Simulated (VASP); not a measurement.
# SiNi (P2_1/m) in VASP: further runs, part 2 of 2

VASP 6.6.1. The steps go on from the part before.

## Step 3: Single point, PBEsol (the distance across one plane changed)

INCAR

```
ALGO = Fast
EDIFF = 1E-7
ENCUT = 520
GGA = PS
ISIF = 2
ISMEAR = 0
LASPH = T
LCHARG = F
LREAL = Auto
LWAVE = F
NBANDS = 70
NELM = 80
PREC = Accurate
SIGMA = 0.15
```

KPOINTS

```
k-points
0
Gamma
  8 12 4
```

POSCAR

```
SiNi
1.0
   -5.0878282958      0.0000000000      0.0000000000
    0.0000000000     -3.3577714519      0.0000000000
    0.0000000000      0.0000000000     12.0556604556
Si Ni
8 8
Direct
    0.6785723358      0.2500000000      0.7274764734
    0.6785723358      0.2500000000      0.2689507669
    0.8214276642      0.7500000000      0.0396879136
    0.8214276642      0.7500000000      0.4982136201
    0.1785723358      0.2500000000      0.8773634994
    0.1785723358      0.2500000000      0.4188377929
    0.3214276642      0.7500000000      0.1895749396
    0.3214276642      0.7500000000      0.6481006461
    0.9906992690      0.7500000000      0.7737100264
    0.9906992690      0.7500000000      0.3151843199
    0.5093007310      0.2500000000      0.0859214667
    0.5093007310      0.2500000000      0.5444471732
    0.4906992690      0.7500000000      0.8311299463
    0.4906992690      0.7500000000      0.3726042398
    0.0093007310      0.2500000000      0.1433413866
    0.0093007310      0.2500000000      0.6018670931
```

Potentials or basis: VASP PAW PBE potentials, release 64 (Si, Ni).

Launch:

```bash
$ cat potpaw_PBE.64/Si/POTCAR potpaw_PBE.64/Ni/POTCAR > POTCAR
$ mpirun -np 1 vasp_std > vasp.out
```

OUTCAR:

```text
EDIFF = 1E-7
   ENCUT = 520
   GGA = PS
   ISIF = 2
   ISMEAR = 0
   LASPH = T
   LREAL = Auto
   NELM = 80
   PREC = Accurate

 ion  position               nearest neighbor table
   1  0.679  0.250  0.727-  16 2.26  13 2.30  13 2.30  12 2.37   9 2.38   9 2.38   8 2.65   8 2.65
                             5 3.12   5 3.12
   2  0.679  0.250  0.269-  15 2.26  14 2.30  14 2.30  11 2.37  10 2.38  10 2.38   7 2.65   7 2.65
                             6 3.12   6 3.12
   3  0.821  0.750  0.040-  15 2.30  15 2.30  11 2.38  11 2.38  13 3.03   7 3.12   7 3.12
   4  0.821  0.750  0.498-  14 2.26  16 2.30  16 2.30  10 2.37  12 2.38  12 2.38   6 2.65   6 2.65
                             8 3.12   8 3.12
   5  0.179  0.250  0.877-   9 2.30   9 2.30  13 2.38  13 2.38  11 3.03   1 3.12   1 3.12
   6  0.179  0.250  0.419-  12 2.26  10 2.30  10 2.30  16 2.37  14 2.38  14 2.38   4 2.65   4 2.65
                             2 3.12   2 3.12
   7  0.321  0.750  0.190-  10 2.26  11 2.30  11 2.30  14 2.37  15 2.38  15 2.38   2 2.65   2 2.65
                             3 3.12   3 3.12
   8  0.321  0.750  0.648-   9 2.26  12 2.30  12 2.30  13 2.37  16 2.38  16 2.38   1 2.65   1 2.65
                             4 3.12   4 3.12
   9  0.991  0.750  0.774-   8 2.26   5 2.30   5 2.30   1 2.38   1 2.38  13 2.64  13 2.64  16 2.67
                            16 2.67
  10  0.991  0.750  0.315-   7 2.26   6 2.30   6 2.30   4 2.37   2 2.38   2 2.38  14 2.64  14 2.64
                            15 2.67  15 2.67
  11  0.509  0.250  0.086-   7 2.30   7 2.30   2 2.37   3 2.38   3 2.38  15 2.64  15 2.64   5 3.03
[... 5 lines left out ...]
  14  0.491  0.750  0.373-   4 2.26   2 2.30   2 2.30   7 2.37   6 2.38   6 2.38  10 2.64  10 2.64
                            12 2.67  12 2.67
  15  0.009  0.250  0.143-   2 2.26   3 2.30   3 2.30   7 2.38   7 2.38  11 2.64  11 2.64  10 2.67
                            10 2.67
  16  0.009  0.250  0.602-   1 2.26   4 2.30   4 2.30   6 2.37   8 2.38   8 2.38  12 2.64  12 2.64
                             9 2.67   9 2.67

  LATTYP: Found a simple orthorhombic cell.
 ALAT       =     3.3577714519
 B/A-ratio  =     1.5152396072
 C/A-ratio  =     3.5903755298

  Lattice vectors:

 A1 = (   0.0000000000,   3.3577714519,   0.0000000000)
 A2 = (  -5.0878282958,   0.0000000000,   0.0000000000)
 A3 = (   0.0000000000,   0.0000000000,  12.0556604556)

Analysis of symmetry for initial positions (statically):
=====================================================================
 Subroutine PRICEL returns:
 Original cell was already a primitive cell.

 Routine SETGRP: Setting up the symmetry group for a
 simple orthorhombic supercell.

 Subroutine GETGRP returns: Found  4 space group operations
 (whereof  1 operations were pure point group operations)
 out of a pool of  8 trial point group operations.

The static configuration has the point symmetry C_1 .
 The point group associated with its full space group is C_2h.

Analysis of symmetry for dynamics (positions and initial velocities):
=====================================================================
 Subroutine PRICEL returns:
 Original cell was already a primitive cell.

 Routine SETGRP: Setting up the symmetry group for a
 simple orthorhombic supercell.

 Subroutine GETGRP returns: Found  4 space group operations
 (whereof  1 operations were pure point group operations)
 out of a pool of  8 trial point group operations.

The dynamic configuration has the point symmetry C_1 .
 The point group associated with its full space group is C_2h.

 Subroutine INISYM returns: Found  4 space group operations
 (whereof  1 operations are pure point group operations),
 and found     1 'primitive' translations

[... 109 lines left out ...]
   ions per type =               8   8
   NGX,Y,Z   is equivalent  to a cutoff of  13.07, 13.86, 12.41 a.u.
   NGXF,Y,Z  is equivalent  to a cutoff of  26.14, 27.73, 24.82 a.u.
 SYSTEM =  unknown system
   PREC   = accura    normal or accurate (medium, high low for compatibility)
   ISTART =      0    job   : 0-new  1-cont  2-samecut
   ICHARG =      2    charge: 1-file 2-atom 10-const
   ISPIN  =      1    spin polarized calculation?
   LNONCOLLINEAR =      F non collinear calculations
   LSORBIT =      F    spin-orbit coupling
   LASPH  =      T    aspherical Exc in radial PAW
   ENCUT  =  520.0 eV  38.22 Ry    6.18 a.u.   9.46  6.24 22.42*2*pi/ulx,y,z
   NELM   =     80;   NELMIN=  2; NELMDL= -5     # of ELM steps
   EDIFF  = 0.1E-06   stopping-criterion for ELM
   LREAL  =      T    real-space projection
   EDIFFG = 0.1E-05   stopping-criterion for IOM
   NSW    =      0    number of steps for IOM
   IBRION =     -1    ionic relax: 0-MD 1-quasi-New 2-CG
   NFREE  =      0    steps in history (QN), initial steepest desc. (CG)
   ISIF   =      2    stress and relaxation
   ISYM   =      2    0-nonsym 1-usesym 2-fastsym
   POTIM  = 0.5000    time-step for ionic-motion
   TEBEG  =    0.0;   TEEND  =   0.0 temperature during run
   PSTRESS=    0.0 pullay stress
   NELECT =     112.0000    total number of electrons
   NUPDOWN=      -1.0000    fix difference up-down
   EMIN   =  10.00;   EMAX   =-10.00  energy-range for DOS
   EFERMI =   0.00;   METHOD = LEGACY
   ISMEAR =     0;   SIGMA  =   0.15  broadening in eV -4-tet -1-fermi 0-gaus
   EFERMI_NEDOS =   21; number of points for ismear=-14 and -15
   IALGO  =     68    algorithm
   IMIX   =      4    mixing-type and parameters
     AMIX     =   0.40;   BMIX     =  1.00
     AMIX_MAG =   1.60;   BMIX_MAG =  1.00
  volume/ion in A,a.u.               =      12.87        86.87
  Fermi-wavevector in a.u.,A,eV,Ry     =   1.336255  2.525156 24.294252  1.785577
  Thomas-Fermi vector in A             =   2.464896
   LORBIT       =      0    0 simple, 1 ext, 2 COOP (PROOUT), +10 PAW based schemes
   GGA     = PS    functional components
   LHFCALC =     F    Hartree Fock is set to
   AEXX    =    0.0000 exact exchange contribution
   IVDW    =     0    specifies the selected vdW correction
   LEPSILON=     F    determine dielectric tensor
   LRPA    =     F    only Hartree local field effects (RPA)
 non-spin polarized calculation
 RMM-DIIS sequential band-by-band and
 Gauss-broadening in eV      SIGMA  =   0.15
  energy-cutoff  :      520.00
  volume of cell :      205.96
 maximum number of plane-waves:      5580
 NGX is ok and might be reduce to    40
   NGX = 19   NGY = 13   NGZ = 45

 number of electron     112.0000036 magnetization

 Free energy of the ion-electron system (eV)
  ---------------------------------------------------
  ext. energy  EPLUGINS =         0.00000000
  ---------------------------------------------------
  free energy    TOTEN  =      -101.91590870 eV

  energy without entropy =     -101.84894306  energy(sigma->0) =     -101.88242588

 E-fermi :   9.4201     XC(G=0): -11.9646

 val. band max:        9.4173503738   @ k =   0.2500   0.4167   0.0000
 cond. band min:       9.4201645632   @ k =   0.5000   0.4167   0.5000
 fundamental gap:      0.0028141894
 Fermi energy:         9.4201159586

 k-point     1 :       0.0000    0.0000    0.0000
  band No.  band energies     occupation
      1      -3.4991      2.00000
      2      -2.6197      2.00000
      3      -1.7182      2.00000
      4       0.3372      2.00000
      5       0.6058      2.00000
      6       1.7457      2.00000
[... 1693 lines left out ...]
     67      12.3687      0.00000
     68      13.0786      0.00000

 [... further k-points ...]

 [bands above 68 left out]

------------------------ aborting loop because EDIFF is reached ----------------------------------------

  FORCE on cell =-STRESS in cart. coord.  units (eV):
  Direction    XX          YY          ZZ          XY          YZ          ZX
  --------------------------------------------------------------------------------------
  -------------------------------------------------------------------------------------
  Total       -4.2197543     -3.8085636    -10.6533029      0.0000000      0.0000000      1.4303216
  in kB      -32.8263931    -29.6276501    -82.8743756      0.0000000      0.0000000     11.1267852
  external PRESSURE =     -48.4428063 kB  Pullay stress =       0.0000000 kB

 VOLUME and BASIS-vectors are now :
 -----------------------------------------------------------------------------
  energy-cutoff  :      520.00
  volume of cell :      205.96
      direct lattice vectors                 reciprocal lattice vectors
    -5.087828296  0.000000000  0.000000000    -0.196547513  0.000000000  0.000000000
     0.000000000 -3.357771452  0.000000000     0.000000000 -0.297816577  0.000000000
     0.000000000  0.000000000 12.055660456     0.000000000  0.000000000  0.082948587

 POSITION                                       TOTAL-FORCE (eV/Angst)
 -----------------------------------------------------------------------------------
     -3.45246     -0.83944      8.77021        -0.099147      0.000000      0.454788
     -3.45246     -0.83944      3.24238        -0.117621      0.000000     -0.283045
     -4.17928     -2.51833      0.47846         0.356276      0.000000     -0.765975
     -4.17928     -2.51833      6.00629        -0.010396      0.000000      0.036792
     -0.90855     -0.83944     10.57720        -0.356276      0.000000      0.765975
     -0.90855     -0.83944      5.04937         0.010396     -0.000000     -0.036792
[... 8 lines left out ...]
     -0.04732     -0.83944      1.72808         0.053922     -0.000000     -0.512211
     -0.04732     -0.83944      7.25591        -0.043486     -0.000000     -0.061330
 -----------------------------------------------------------------------------------
    total drift:                                0.000004     -0.000000      0.000008

  FREE ENERGIE OF THE ION-ELECTRON SYSTEM (eV)
  ---------------------------------------------------
  free  energy   TOTEN  =      -101.9159087025 eV

  energy  without entropy=     -101.8489430574  energy(sigma->0) =     -101.88242588
```

Run time: 1.6 h. Hardware: 1 thread of Oxide Virtual Turin-like, shared host; peak memory 1 GiB.

Results:

```
Free energy            : -101.9159 eV
Pressure               : -4.8 GPa
Largest force          : 0.845 eV/Å
Band gap on the k mesh : zero (bands 56 and 57 overlap by 2.12 eV)
```

Forces on the atoms (eV/Å):
```
Si  -0.099  0.000  0.455
Si  -0.118  0.000 -0.283
Si   0.356  0.000 -0.766
Si  -0.010  0.000  0.037
Si  -0.356  0.000  0.766
Si   0.010  0.000 -0.037
Si   0.099  0.000 -0.455
Si   0.118  0.000  0.283
Ni  -0.054  0.000  0.512
Ni   0.043  0.000  0.061
Ni  -0.003  0.000 -0.536
Ni  -0.024  0.000  0.056
Ni   0.003  0.000  0.536
Ni   0.024  0.000 -0.056
Ni   0.054  0.000 -0.512
Ni  -0.043  0.000 -0.061
```

Stress tensor (GPa, compression positive):
```
-3.28  0.00  1.11
 0.00 -2.96  0.00
 1.11  0.00 -8.29
```

Caveat: the cell differs from its parent crystal (the distance across one plane changed); the stress differs along the axes, from -8 to -3 GPa; the PAW data sets were made with another functional, which shifts forces and pressure a little. Spin polarisation is off, so any magnetic state and its effect on volume and gap are missing.

## Step 4: Single point, PBEsol (the distance across one plane changed)

INCAR

```
SYSTEM = SiNi
PREC = Accurate
ENCUT = 520
EDIFF = 1E-6
ISMEAR = 0
SIGMA = 0.15
LREAL = Auto
LASPH = .True.
NELM = 60
ALGO = Fast
ISIF = 2
LWAVE = .False.
LCHARG = .True.
GGA = PS
LVHAR = .True.
NBANDS = 70
KPAR = 4
```

KPOINTS

```
Automatic mesh
0
Gamma
  8 12 4
  0 0 0
```

POSCAR

```
SiNi
1.0
   -5.0878282958      0.0000000000      0.0000000000
    0.0000000000     -3.3577714519      0.0000000000
    0.0000000000      0.0000000000     14.0556604556
Si Ni
8 8
Direct
    0.6785723358      0.2500000000      0.6239628070
    0.6785723358      0.2500000000      0.2306813782
    0.8214276642      0.7500000000      0.0340406637
    0.8214276642      0.7500000000      0.4273220926
    0.1785723358      0.2500000000      0.7525221940
    0.1785723358      0.2500000000      0.3592407652
    0.3214276642      0.7500000000      0.1626000507
    0.3214276642      0.7500000000      0.5558814796
    0.9906992690      0.7500000000      0.6636177218
    0.9906992690      0.7500000000      0.2703362929
    0.5093007310      0.2500000000      0.0736955785
    0.5093007310      0.2500000000      0.4669770074
    0.4906992690      0.7500000000      0.7128672793
    0.4906992690      0.7500000000      0.3195858504
    0.0093007310      0.2500000000      0.1229451360
    0.0093007310      0.2500000000      0.5162265648
```

Launch:

```bash
$ cat potpaw_PBE.64/Si/POTCAR potpaw_PBE.64/Ni/POTCAR > POTCAR
$ mpirun -np 4 vasp_std > vasp.out
```

Wall time 37 min (4 MPI ranks of Oxide Virtual Turin-like, shared host); peak memory 1.2 GiB.

It converged, with:

```
Free energy            : -99.8768 eV
Pressure               : -3.5 GPa
Largest force          : 0.684 eV/Å
Band gap on the k mesh : zero (bands 56 and 57 overlap by 1.90 eV)
```

Forces in eV/Å, atoms in the order of the input:
```
Si  -0.101  0.000  0.671
Si  -0.160  0.000 -0.383
Si   0.174  0.000  0.557
Si  -0.037  0.000  0.038
Si  -0.174  0.000 -0.557
Si   0.037  0.000 -0.038
Si   0.101  0.000 -0.671
Si   0.160  0.000  0.383
Ni  -0.237  0.000  0.198
Ni   0.071  0.000  0.120
Ni  -0.494  0.000  0.473
Ni  -0.026  0.000  0.002
Ni   0.494  0.000 -0.473
Ni   0.026  0.000 -0.002
Ni   0.237  0.000 -0.198
Ni  -0.071  0.000 -0.120
```

Stress tensor (GPa, compression positive):
```
-4.14  0.00  0.36
 0.00 -3.03  0.00
 0.36  0.00 -3.33
```

Levels at points of the mesh, in eV from the Fermi level:
| k point | band 54 | band 55 | band 56 | band 57 | band 58 | band 59 |
| --- | --- | --- | --- | --- | --- | --- |
| (0.00, 0.00, 0.00) | -0.55 | -0.52 | 0.20 | 0.23 | 0.62 | 0.89 |
| (0.50, 0.00, 0.00) | 0.54 | 1.29 | 1.38 | 1.41 | 1.43 | 1.50 |
| (0.00, 0.50, 0.00) | -1.38 | -0.75 | -0.75 | -0.53 | -0.53 | 0.19 |
| (0.50, 0.50, 0.00) | -1.56 | -1.20 | -1.20 | -0.16 | -0.16 | 0.75 |
| (0.00, 0.00, 0.50) | -0.52 | -0.18 | 0.12 | 0.44 | 0.56 | 0.61 |
| (0.50, 0.00, 0.50) | 0.98 | 1.14 | 1.26 | 1.40 | 1.44 | 1.50 |
| (0.00, 0.50, 0.50) | -1.37 | -0.75 | -0.75 | -0.48 | -0.48 | -0.03 |
| (0.50, 0.50, 0.50) | -1.57 | -1.21 | -1.21 | -0.12 | -0.12 | 0.80 |

Caveat: the cell differs from its parent crystal (the distance across one plane changed); the cell stands under tension; the PAW data sets were made with another functional, which shifts forces and pressure a little.

## Step 5: Summary

```csv
cell,gap on the mesh (eV),pressure (GPa),largest force (eV/Å)
"a = 5.088, b = 3.358, c = 11.806 Å, 16 atoms",none,-4.7,1.10
"a = 5.088, b = 3.358, c = 12.056 Å, 16 atoms",none,-4.8,0.84
"a = 5.088, b = 3.358, c = 14.056 Å, 16 atoms",none,-3.5,0.68
```

Alike in all rows: task single point; level PBEsol; potentials or basis VASP PAW PBE potentials, release 64 (Si, Ni); no spin polarisation; k mesh 8 × 12 × 4; cutoff (eV) 520; smearing gaussian 0.15 eV.

Caveats: the PAW data sets were made with another functional, which shifts forces and pressure a little; the stress differs along the axes, from -9 to -3 GPa (at least some runs); the stress differs along the axes, from -8 to -3 GPa (at least some runs); the cell stands under tension (at least some runs).

Absolute energies hang on the potentials; compare differences alone.
